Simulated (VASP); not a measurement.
A run of VASP 6.6.1 is set up as follows.

Contents of INCAR:

```
SYSTEM = Be2Si
  PREC = Accurate
  ENCUT = 520
  EDIFF = 1E-6
  ISMEAR = -1
  SIGMA = 0.05
  LREAL = .False.
  LASPH = .True.
  NELM = 100
  ALGO = Normal
  ISIF = 2
  LWAVE = .False.
  LCHARG = .False.
  GGA = PE
  NBANDS = 11
```

File KPOINTS:

```
Automatic mesh
0
Gamma
  9 9 9
  0 0 0
```

POSCAR

```
Be2Si
1.0
    0.0000000000      2.6400000000      2.6400000000
    2.6400000000      0.0000000000      2.6400000000
    2.6400000000      2.6400000000      0.0000000000
Si Be
1 2
Direct
    0.0000000000      0.0000000000      0.0000000000
    0.2500000000      0.2500000000      0.2500000000
    0.7500000000      0.7500000000      0.7500000000
```

Potentials or basis: VASP PAW PBE potentials, release 64 (Si, Be).

The run is started by

```sh
$ cat potpaw_PBE.64/Si/POTCAR potpaw_PBE.64/Be/POTCAR > POTCAR
$ mpirun -np 1 vasp_std > vasp.out
```

**Question.** Predict the pressure.

**Answer.** 0.2 GPa.

**Question.** What does it give for the band gap on the k mesh?

**Answer.** Zero (band 4 reaches 7.09 eV, above the bottom of band 5 at 6.48 eV).
